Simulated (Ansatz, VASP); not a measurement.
MgO: VASP beside Ansatz

```xyz
8
Lattice="3.2553 0.0000 0.0000 -1.6277 2.8192 0.0000 0.0000 0.0000 10.4150" Properties=species:S:1:pos:R:3 pbc="T T T"
Mg    0.0000    1.8795   10.0983
Mg    0.0000    0.0000    2.3012
Mg    0.0000    0.0000    7.5086
Mg    1.6277    0.9397    4.8908
O     0.0000    1.8795    8.1228
O    -0.5200    0.0000    5.2551
O     0.0000    0.0000    0.3076
O     1.6277    0.9397    2.9153
```

Alike in both runs: task single point; functional PBEsol; k mesh 9 × 9 × 4; occupations gaussian, width 0.05 eV; no spin polarisation.

|  | VASP | Ansatz |
| --- | --- | --- |
| version | VASP 6.6.1 | Ansatz 0.2.0 |
| potentials or method | VASP PAW PBE potentials, release 64 (Mg, O), cutoff 520 eV | scalar-relativistic, plane waves, PAW |
| valence electrons in the cell | 32 | 64 |

|  | VASP | Ansatz | Ansatz less VASP |
| --- | --- | --- | --- |
| gap on the k mesh at the Fermi level (eV) | 2.62 | 2.64 | +0.019 |
| least direct gap on the mesh (eV) | 2.62 | 2.64 | +0.019 |
| pressure (GPa) | 10.6 | 10.0 | -0.56 |
| traceless stress, the component that is largest in VASP (GPa) | -17.64 | -16.52 | +1.116 |
| rms of the force components (eV/Å) | 4.649 | 4.378 | -0.2716 |

VASP's potentials were made for PBE, not for PBEsol, and Ansatz warns of the same on its side. Atom by atom the forces differ by 0.273 eV/Å (rms over components). VASP's potentials hold 32 valence electrons a cell and Ansatz's 64, so a difference there can come from the potentials and not from the codes.
